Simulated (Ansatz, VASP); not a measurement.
## Two plane-wave programs on BP

File POSCAR:

```
BP
1.0
    0.0000000000      2.6193691626      1.7025899557
    2.6193691626      0.0000000000      1.7025899557
    2.6193691626      2.6193691626      0.0000000000
B P
1 1
Direct
    0.0000000000      0.0000000000      0.0000000000
    0.7500000000      0.7500000000      0.7500000000
```

File INCAR.step1:

```
SYSTEM = BP
ALGO = Normal
EDIFF = 1E-4
ENCUT = 520
GGA = PE
ISMEAR = 0
LASPH = .True.
LCHARG = .False.
LREAL = .False.
LWAVE = .True.
NBANDS = 11
NELM = 100
PREC = Accurate
SIGMA = 0.05
```

Contents of INCAR.step2:

```
SYSTEM = BP
ALGO = Normal
EDIFF = 1E-6
ENCUT = 520
ISIF = 2
ISMEAR = 0
ISTART = 1
LASPH = .True.
LCHARG = .False.
LMIXTAU = .True.
LREAL = .False.
LWAVE = .False.
METAGGA = R2SCAN
NBANDS = 11
NELM = 100
PREC = Accurate
SIGMA = 0.05
```

Contents of KPOINTS:

```
k-points
0
Gamma
  12 12 12
  0 0 0
```

Input for Ansatz:

```yaml
crystal:
  lattice:
    - [0.0, 2.6193691626, 1.7025899557]
    - [2.6193691626, 0.0, 1.7025899557]
    - [2.6193691626, 2.6193691626, 0.0]
  atoms:
    - { symbol: B, position: [0.0, 0.0, 0.0] }
    - { symbol: P, position: [0.75, 0.75, 0.75] }
basis:
  ecutwfc: 500
kpoints:
  mp_grid: { grid: [12, 12, 12] }
hamiltonian:
  xc: r2scan
scf:
  occupations: { method: gaussian, width: 0.05 }
output:
  forces: true
  stress: true
  eigenvalues: true
  write_density: true
  write_potential: true
  elf: true
  volumetric_format: npy
```

Alike in both runs: task single point; functional r2SCAN; k mesh 12 × 12 × 12; occupations gaussian, width 0.05 eV; no spin polarisation.

|  | VASP | Ansatz |
| --- | --- | --- |
| version | VASP 6.6.1 | Ansatz 0.2.0 |
| potentials or method | VASP PAW PBE potentials, release 64 (B, P), cutoff 520 eV | scalar-relativistic, plane waves, PAW |
| valence electrons in the cell | 8 | 8 |

Ansatz gave:

```
gap on the k mesh at the Fermi level (eV)                     : none
pressure (GPa)                                                : -6.5
traceless stress, the component that is largest in VASP (GPa) : 31.04
```

Q: Estimate VASP's values.

A: gap on the k mesh at the Fermi level (eV): none; pressure (GPa): -7.0; traceless stress, the component that is largest in VASP (GPa): 31.32.

VASP's potentials were made for PBE, not for r2SCAN. A gap of «none» marks a metal or a gap that the smearing closes.
